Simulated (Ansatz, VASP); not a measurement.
## One calculation of Si, two programs

```xyz
16
Lattice="3.8248 0.0000 0.0000 -1.9124 3.3123 0.0000 0.0000 0.0000 25.2987" Properties=species:S:1:pos:R:3 pbc="T T T"
Si    0.0000    0.0000    0.0000
Si    0.0000    0.0000    2.3718
Si    0.0000    2.2082    3.1623
Si    0.0000    2.2082    5.5341
Si    0.0000    0.0000    6.3247
Si    0.0000    0.0000    8.6964
Si    1.9124    1.1041    9.4870
Si    1.9124    1.1041   11.8588
Si    0.0000    0.0000   12.6494
Si    0.0000    0.0000   15.0211
Si    1.9124    1.1041   15.8117
Si    1.9124    1.1041   18.1834
Si    0.0000    0.0000   18.9740
Si    0.0000    0.0000   21.3458
Si    1.9124    1.1041   22.1364
Si    1.9124    1.1041   24.5081
```

Alike in both runs: task relaxation of cell and atoms; functional PBEsol; k mesh 12 × 12 × 2; occupations gaussian, width 0.01 eV; no spin polarisation.

|  | VASP | Ansatz |
| --- | --- | --- |
| version | VASP 6.6.1 | Ansatz 0.2.0 |
| potentials or method | VASP PAW PBE potentials, release 64 (Si), cutoff 600 eV | scalar-relativistic, plane waves, PAW |
| valence electrons in the cell | 64 | 64 |

|  | VASP | Ansatz | Ansatz less VASP |
| --- | --- | --- | --- |
| gap on the k mesh at the Fermi level, each at its own relaxed structure (eV) | 0.35 | 0.36 | +0.004 |
| relaxed volume (Å³/atom) | 20.05 | 20.03 | -0.023 |
| relaxed length of the cell vector where the two differ most in proportion (Å) | 3.830 | 3.828 | -0.0019 |

VASP's potentials were made for PBE, not for PBEsol.
